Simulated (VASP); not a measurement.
# MgBe2Te3 (P6mm) in VASP: a series of runs

The runs below take MgBe2Te3 through single point, relaxation of cell and atoms, with PBE.

Program: VASP 6.6.1. These are calculated values, not measurements. Logs are shortened: lines on timing, memory, paths and dates and some standing lists are left out, and cuts for length are marked.

### Step 1. The cell of the first run

The structure is hexagonal, space group P6mm (No. 183). The conventional cell has a = 7.742 Å, b = 7.742 Å, c = 3.284 Å, α = 90.00°, β = 90.00°, γ = 120.00°. Within 4.3 Å of Mg (site symmetry 6mm) lie 2 Mg at 3.28 Å and 6 Te at 3.87 Å. Be (site symmetry 3m) has 3 Te at 2.38 Å within 3.1 Å. Within 3.1 Å of Te (site symmetry 2mm) lie 2 Be at 2.38 Å.

### Step 2. Single point, PBE

Contents of INCAR:

```
SYSTEM = MgBe2Te3
PREC = Accurate ; ENCUT = 520
EDIFF = 1E-6 ; ISMEAR = 0
SIGMA = 0.1 ; LREAL = .False.
LASPH = .True. ; NELM = 80
ALGO = Normal ; ISIF = 2
LWAVE = .False. ; LCHARG = .False.
GGA = PE ; NBANDS = 21
```

Contents of KPOINTS:

```
Automatic mesh
0
Gamma
  6 6 12
  0 0 0
```

Contents of POSCAR:

```
MgBe2Te3
1.0
    7.7417525552      0.0000000000      0.0000000000
   -3.8708762776      6.7045543826      0.0000000000
    0.0000000000      0.0000000000      3.2844057478
Mg Be Te
1 2 3
Direct
    0.0000000000      0.0000000000      0.6106989334
    0.6666666667      0.3333333333      0.8649780415
    0.3333333333      0.6666666667      0.8649780415
    0.5000000000      0.5000000000      0.6176606445
    0.5000000000      0.0000000000      0.6176606445
    0.0000000000      0.5000000000      0.6176606445
```

Potentials or basis: VASP PAW PBE potentials, release 64 (Mg, Be, Te).

Run with:

```sh
> cat potpaw_PBE.64/Mg/POTCAR potpaw_PBE.64/Be/POTCAR potpaw_PBE.64/Te/POTCAR > POTCAR
> mpirun -np 1 vasp_std > vasp.out
```

OUTCAR:

```text
SYSTEM = MgBe2Te3
   PREC = Accurate
   ENCUT = 520
   EDIFF = 1E-6
   ISMEAR = 0
   LREAL = .False.
   LASPH = .True.
   NELM = 80
   ISIF = 2
   GGA = PE

 ion  position               nearest neighbor table
   1  0.000  0.000  0.611-
   2  0.667  0.333  0.865-   5 2.38   6 2.38   4 2.38
   3  0.333  0.667  0.865-   5 2.38   6 2.38   4 2.38
   4  0.500  0.500  0.618-   2 2.38   3 2.38
   5  0.500  0.000  0.618-   2 2.38   3 2.38
   6  0.000  0.500  0.618-   2 2.38   3 2.38

  LATTYP: Found a hexagonal cell.
 ALAT       =     7.7417525552
 C/A-ratio  =     0.4242457666

  Lattice vectors:

 A1 = (   7.7417525552,   0.0000000000,   0.0000000000)
 A2 = (  -3.8708762776,   6.7045543826,   0.0000000000)
 A3 = (   0.0000000000,   0.0000000000,   3.2844057478)

Analysis of symmetry for initial positions (statically):
=====================================================================
 Subroutine PRICEL returns:
 Original cell was already a primitive cell.

 Routine SETGRP: Setting up the symmetry group for a
 hexagonal supercell.

 Subroutine GETGRP returns: Found 12 space group operations
 (whereof 12 operations were pure point group operations)
 out of a pool of 24 trial point group operations.

The static configuration has the point symmetry C_6v.

Analysis of symmetry for dynamics (positions and initial velocities):
=====================================================================
 Subroutine PRICEL returns:
 Original cell was already a primitive cell.

 Routine SETGRP: Setting up the symmetry group for a
 hexagonal supercell.

 Subroutine GETGRP returns: Found 12 space group operations
 (whereof 12 operations were pure point group operations)
 out of a pool of 24 trial point group operations.

The dynamic configuration has the point symmetry C_6v.

 Subroutine INISYM returns: Found 12 space group operations
 (whereof 12 operations are pure point group operations),
 and found     1 'primitive' translations

----------------------------------------------------------------------------------------

                                     Primitive cell

  volume of cell :     170.4771

  direct lattice vectors                    reciprocal lattice vectors
     7.741752555  0.000000000  0.000000000     0.129169719  0.074576172  0.000000000
    -3.870876278  6.704554383  0.000000000     0.000000000  0.149152344  0.000000000
     0.000000000  0.000000000  3.284405748     0.000000000  0.000000000  0.304469081

  length of vectors
     7.741752555  7.741752555  3.284405748     0.149152344  0.149152344  0.304469081

  position of ions in fractional coordinates (direct lattice)
     0.000000000  0.000000000  0.610698933
     0.666666667  0.333333333  0.864978042
     0.333333333  0.666666667  0.864978042
     0.500000000  0.500000000  0.617660644
     0.500000000  0.000000000  0.617660644
     0.000000000  0.500000000  0.617660644

  ion indices of the primitive-cell ions
   primitive index   ion index
                 1           1
                 2           2
                 3           3
                 4           4
                 5           5
                 6           6

----------------------------------------------------------------------------------------

 KPOINTS: Automatic mesh

Automatic generation of k-mesh.
 Grid dimensions read from file:
 generate k-points for:    6    6   12

 Generating k-lattice:

  Cartesian coordinates                     Fractional coordinates (reciprocal lattice)
     0.021528286  0.012429362  0.000000000     0.166666667  0.000000000  0.000000000
     0.000000000  0.024858724  0.000000000     0.000000000  0.166666667  0.000000000
     0.000000000  0.000000000  0.025372423     0.000000000  0.000000000  0.083333333

  Length of vectors
     0.024858724  0.024858724  0.025372423

  Shift w.r.t. Gamma in fractional coordinates (k-lattice)
     0.000000000  0.000000000  0.000000000

 Subroutine IBZKPT returns following result:
 ===========================================

 Found     49 irreducible k-points:

 Following reciprocal coordinates:
            Coordinates               Weight
  0.000000  0.000000  0.000000      1.000000
  0.166667 -0.000000  0.000000      6.000000
  0.333333  0.000000  0.000000      6.000000
  0.500000 -0.000000  0.000000      3.000000
  0.166667  0.166667  0.000000      6.000000
  0.333333  0.166667  0.000000     12.000000
[... 16 lines left out ...]
  0.166667 -0.000000  0.250000     12.000000
  0.333333  0.000000  0.250000     12.000000
 [... further k-points ...]
   k-points           NKPTS =     49   k-points in BZ     NKDIM =     49   number of bands    NBANDS=     21
   number of dos      NEDOS =    301   number of ions     NIONS =      6
   total plane-waves  NPLWV =  86400
   dimension x,y,z NGX =    60 NGY =   60 NGZ =   24
   dimension x,y,z NGXF=   120 NGYF=  120 NGZF=   48
   ions per type =               1   2   3
   NGX,Y,Z   is equivalent  to a cutoff of  12.88, 12.88, 12.15 a.u.
   NGXF,Y,Z  is equivalent  to a cutoff of  25.77, 25.77, 24.30 a.u.
 SYSTEM =  MgBe2Te3
   PREC   = accura    normal or accurate (medium, high low for compatibility)
   ISTART =      0    job   : 0-new  1-cont  2-samecut
   ICHARG =      2    charge: 1-file 2-atom 10-const
   ISPIN  =      1    spin polarized calculation?
   LNONCOLLINEAR =      F non collinear calculations
   LSORBIT =      F    spin-orbit coupling
   LASPH  =      T    aspherical Exc in radial PAW
   ENCUT  =  520.0 eV  38.22 Ry    6.18 a.u.  14.39 14.39  6.11*2*pi/ulx,y,z
   NELM   =     80;   NELMIN=  2; NELMDL= -5     # of ELM steps
   EDIFF  = 0.1E-05   stopping-criterion for ELM
   LREAL  =      F    real-space projection
   EDIFFG = 0.1E-04   stopping-criterion for IOM
   NSW    =      0    number of steps for IOM
   IBRION =     -1    ionic relax: 0-MD 1-quasi-New 2-CG
   NFREE  =      0    steps in history (QN), initial steepest desc. (CG)
   ISIF   =      2    stress and relaxation
   ISYM   =      2    0-nonsym 1-usesym 2-fastsym
   POTIM  = 0.5000    time-step for ionic-motion
   TEBEG  =    0.0;   TEEND  =   0.0 temperature during run
   PSTRESS=    0.0 pullay stress
   NELECT =      24.0000    total number of electrons
   NUPDOWN=      -1.0000    fix difference up-down
   EMIN   =  10.00;   EMAX   =-10.00  energy-range for DOS
   EFERMI =   0.00;   METHOD = LEGACY
   ISMEAR =     0;   SIGMA  =   0.10  broadening in eV -4-tet -1-fermi 0-gaus
   EFERMI_NEDOS =   21; number of points for ismear=-14 and -15
   IALGO  =     38    algorithm
   IMIX   =      4    mixing-type and parameters
     AMIX     =   0.40;   BMIX     =  1.00
     AMIX_MAG =   1.60;   BMIX_MAG =  1.00
  volume/ion in A,a.u.               =      28.41       191.74
  Fermi-wavevector in a.u.,A,eV,Ry     =   0.851641  1.609368  9.868203  0.725292
  Thomas-Fermi vector in A             =   1.967806
   LORBIT       =      0    0 simple, 1 ext, 2 COOP (PROOUT), +10 PAW based schemes
   GGA     = PE    functional components
   LHFCALC =     F    Hartree Fock is set to
   AEXX    =    0.0000 exact exchange contribution
   IVDW    =     0    specifies the selected vdW correction
   LEPSILON=     F    determine dielectric tensor
   LRPA    =     F    only Hartree local field effects (RPA)
 non-spin polarized calculation
 Gauss-broadening in eV      SIGMA  =   0.10
  energy-cutoff  :      520.00
  volume of cell :      170.48
 maximum number of plane-waves:      4620
 NGX is ok and might be reduce to    60
   NGX = 29   NGY = 29   NGZ = 13

 number of electron      23.9999999 magnetization

 Free energy of the ion-electron system (eV)
  ---------------------------------------------------
  ext. energy  EPLUGINS =         0.00000000
  ---------------------------------------------------
  free energy    TOTEN  =       -16.63077411 eV

  energy without entropy =      -16.62241240  energy(sigma->0) =      -16.62659326

 E-fermi :   3.9067     XC(G=0):  -8.3834

 val. band max:        3.8983754211   @ k =   0.0000   0.0000   0.0833
 cond. band min:       3.9563251305   @ k =   0.1667   0.1667   0.5000
 fundamental gap:      0.0579497094
 Fermi energy:         3.9067321088

 k-point     1 :       0.0000    0.0000    0.0000
  band No.  band energies     occupation
      1      -8.6903      2.00000
      2      -7.6645      2.00000
      3      -7.6645      2.00000
      4      -3.0630      2.00000
      5      -0.5639      2.00000
      6      -0.5639      2.00000
[... 13 lines left out ...]
     20       8.0741      0.00000
     21       9.7229      0.00000

 k-point     2 :       0.1667   -0.0000    0.0000
  band No.  band energies     occupation
      1      -8.6439      2.00000
      2      -7.7486      2.00000
      3      -7.6670      2.00000
      4      -2.8872      2.00000
      5      -0.6573      2.00000
      6      -0.4476      2.00000
[... 13 lines left out ...]
     20       8.0348      0.00000
     21       9.5581      0.00000

 k-point     3 :       0.3333    0.0000    0.0000
  band No.  band energies     occupation
      1      -8.5180      2.00000
      2      -7.9457      2.00000
      3      -7.6721      2.00000
      4      -2.4581      2.00000
      5      -0.8525      2.00000
      6      -0.1370      2.00000
[... 13 lines left out ...]
     20       8.6029      0.00000
     21       9.4047      0.00000
[... 457 lines left out ...]
 k-point    23 :       0.1667   -0.0000    0.2500
  band No.  band energies     occupation
      1      -8.0023      2.00000
      2      -7.1087      2.00000
      3      -7.0271      2.00000
      4      -2.2669      2.00000
      5      -0.0111      2.00000
      6       0.1922      2.00000
[... 13 lines left out ...]
     20       8.5328      0.00000
     21       9.2773      0.00000

 k-point    24 :       0.3333    0.0000    0.2500
  band No.  band energies     occupation
      1      -7.8768      2.00000
      2      -7.3055      2.00000
      3      -7.0321      2.00000
      4      -1.8384      2.00000
      5      -0.2204      2.00000
      6       0.4901      2.00000
[... 13 lines left out ...]
     20       8.8991      0.00000
     21       9.1595      0.00000

 [... further k-points ...]
[... 5 lines left out ...]
  --------------------------------------------------------------------------------------
  -------------------------------------------------------------------------------------
  Total        0.1139082      0.1139082      0.0081385      0.0000000      0.0000000      0.0000000
  in kB        1.0705322      1.0705322      0.0764874      0.0000000      0.0000000      0.0000000
  external PRESSURE =       0.7391839 kB  Pullay stress =       0.0000000 kB

 VOLUME and BASIS-vectors are now :
 -----------------------------------------------------------------------------
  energy-cutoff  :      520.00
  volume of cell :      170.48
      direct lattice vectors                 reciprocal lattice vectors
     7.741752555  0.000000000  0.000000000     0.129169719  0.074576172  0.000000000
    -3.870876278  6.704554383  0.000000000     0.000000000  0.149152344  0.000000000
     0.000000000  0.000000000  3.284405748     0.000000000  0.000000000  0.304469081

 POSITION                                       TOTAL-FORCE (eV/Angst)
 -----------------------------------------------------------------------------------
      0.00000      0.00000      2.00578        -0.000000      0.000000      0.001740
      3.87088      2.23485      2.84094        -0.000000      0.000000      0.018385
     -0.00000      4.46970      2.84094         0.000000     -0.000000      0.018385
      1.93544      3.35228      2.02865        -0.000000     -0.000000     -0.012837
      3.87088      0.00000      2.02865         0.000000      0.000000     -0.012837
     -1.93544      3.35228      2.02865         0.000000     -0.000000     -0.012837
 -----------------------------------------------------------------------------------
    total drift:                               -0.000000     -0.000000     -0.000827

  FREE ENERGIE OF THE ION-ELECTRON SYSTEM (eV)
  ---------------------------------------------------
  free  energy   TOTEN  =       -16.6307741124 eV

  energy  without entropy=      -16.6224123993  energy(sigma->0) =      -16.62659326
```

It took 2.8 min on 1 thread of Intel Xeon Platinum 8488C (Sapphire Rapids), shared host; peak memory 0.39 GiB.

What came out:

```
Free energy            : -16.6308 eV
Pressure               : 0.1 GPa
Largest force          : 0.018 eV/Å
Band gap on the k mesh : zero (band 12 reaches 5.55 eV, above the bottom of band 13 at 3.19 eV)
```

Forces in eV/Å, atoms in the order of the input:
```
Mg   0.000  0.000  0.002
Be   0.000  0.000  0.018
Be   0.000  0.000  0.018
Te   0.000  0.000 -0.013
Te   0.000  0.000 -0.013
Te   0.000  0.000 -0.013
```

Levels at points of the mesh, in eV from the Fermi level:
| k point | band 9 | band 10 | band 11 | band 12 | band 13 | band 14 | band 15 | band 16 |
| --- | --- | --- | --- | --- | --- | --- | --- | --- |
| (0.00, 0.00, 0.00) | -1.89 | -0.82 | 0.32 | 1.57 | 1.68 | 1.68 | 3.25 | 3.25 |
| (0.50, 0.00, 0.00) | -1.30 | -1.03 | 0.97 | 1.64 | 1.67 | 1.80 | 2.24 | 3.25 |
| (0.00, 0.00, 0.50) | -2.89 | -1.20 | -0.50 | -0.50 | 0.50 | 0.85 | 1.02 | 2.31 |
| (0.50, 0.00, 0.50) | -2.33 | -1.79 | -1.15 | -0.20 | 0.06 | 0.83 | 0.94 | 2.05 |

Caveat: spin-orbit coupling is left out, which moves the levels of the heavy elements.

### Step 3. Relaxation of cell and atoms, PBE

This run uses another cell than the first one, of 27.66 Å³/atom, 0.973 times its volume.

Contents of INCAR:

```
PREC = Accurate
ENCUT = 600
EDIFF = 1E-6
ISMEAR = 0
SIGMA = 0.1
LREAL = False
LASPH = True
NELM = 60
ALGO = Normal
ISIF = 3
LWAVE = False
LCHARG = False
GGA = PE
IBRION = 2
NSW = 90
EDIFFG = -0.04
```

Contents of KPOINTS:

```
Automatic mesh
0
Gamma
  3 3 6
```

Contents of POSCAR:

```
MgBe2Te3
1.0
    7.7209305247      0.0000000000      0.0000000000
   -3.8604652623      6.6865219752      0.0000000000
    0.0000000000      0.0000000000      3.2143815193
Mg Be Te
1 2 3
Direct
    0.0000000000      0.0000000000      0.6056315107
    0.6666666667      0.3333333333      0.8763860259
    0.3333333333      0.6666666667      0.8763860259
    0.5000000000      0.5000000000      0.6117444625
    0.5000000000      0.0000000000      0.6117444625
    0.0000000000      0.5000000000      0.6117444625
```

Potentials or basis: VASP PAW PBE potentials, release 64 (Mg, Be, Te).

Run with:

```sh
> cat potpaw_PBE.64/Mg/POTCAR potpaw_PBE.64/Be/POTCAR potpaw_PBE.64/Te/POTCAR > POTCAR
> mpirun -np 1 vasp_std > vasp.out
```

Run time: 6.4 min. Hardware: 1 thread of Intel Xeon Platinum 8488C (Sapphire Rapids), shared host; peak memory 0.38 GiB.

The run converged. Its results:

```yaml
Free_energy: -16.6278 eV
Relaxed_volume: 27.92 Å³/atom
Relaxed_cell: a = 7.534 Å, b = 7.534 Å, c = 3.408 Å, α = 90.00°, β = 90.00°, γ = 120.00°
Space_group_after_relaxing_to_0.05_Å: P6mm (No. 183)
Energy_gained_by_relaxing: 32.6 meV/atom
Ionic_steps: 10
Pressure_after_relaxing: -0.1 GPa
Largest_force_after_relaxing: 0.020 eV/Å
Band_gap_on_the_k_mesh: zero (band 12 reaches 5.34 eV, above the bottom of band 13 at 3.56 eV)
```

Forces in eV/Å, atoms in the order of the input:
```
Mg   0.000  0.000 -0.020
Be   0.000  0.000  0.004
Be   0.000  0.000  0.004
Te   0.000  0.000  0.004
Te   0.000  0.000  0.004
Te   0.000  0.000  0.004
```

The path:
| step | energy change (eV) | largest force (eV/Å) | pressure (GPa) | volume (Å³) |
| --- | --- | --- | --- | --- |
| 1 | 0.0000 | 0.0039 | 1.07 | 165.95 |
| 2 | -0.1537 | 0.0514 | 0.14 | 170.31 |
| 3 | -0.1827 | 0.0361 | -0.43 | 173.48 |
| 4 | -0.1838 | 0.0435 | -0.35 | 172.93 |
| 5 | -0.1865 | 0.0848 | 0.00 | 171.25 |
| 6 | -0.1865 | 0.0883 | 0.01 | 171.12 |
| 7 | -0.1880 | 0.0818 | 0.02 | 170.75 |
| 8 | -0.1915 | 0.0620 | 0.03 | 169.66 |
| 9 | -0.1946 | 0.0243 | 0.08 | 167.48 |
| 10 | -0.1957 | 0.0198 | -0.05 | 167.50 |

Final structure:
```xyz
6
Lattice="7.5337 0.0000 0.0000 -3.7668 6.5244 0.0000 0.0000 0.0000 3.4077" Properties=species:S:1:pos:R:3 pbc="T T T"
Mg    0.0000    0.0000    2.0546
Be    3.7668    2.1748    3.0532
Be    0.0000    4.3496    3.0532
Te    1.8834    3.2622    2.0432
Te    0.0000    6.5244    2.0432
Te    5.6503    3.2622    2.0432
```

Levels at points of the mesh, in eV from the Fermi level:
```tsv
k point	band 9	band 10	band 11	band 12	band 13	band 14	band 15	band 16
(0.00, 0.00, 0.00)	-1.35	-0.38	0.49	1.42	1.42	1.43	3.37	3.63
(0.00, 0.00, 0.50)	-2.76	-1.03	-0.18	-0.18	0.62	0.69	1.09	2.38
```

Caveat: spin-orbit coupling is left out, which moves the levels of the heavy elements.

(Continued in part 2 of 2.)
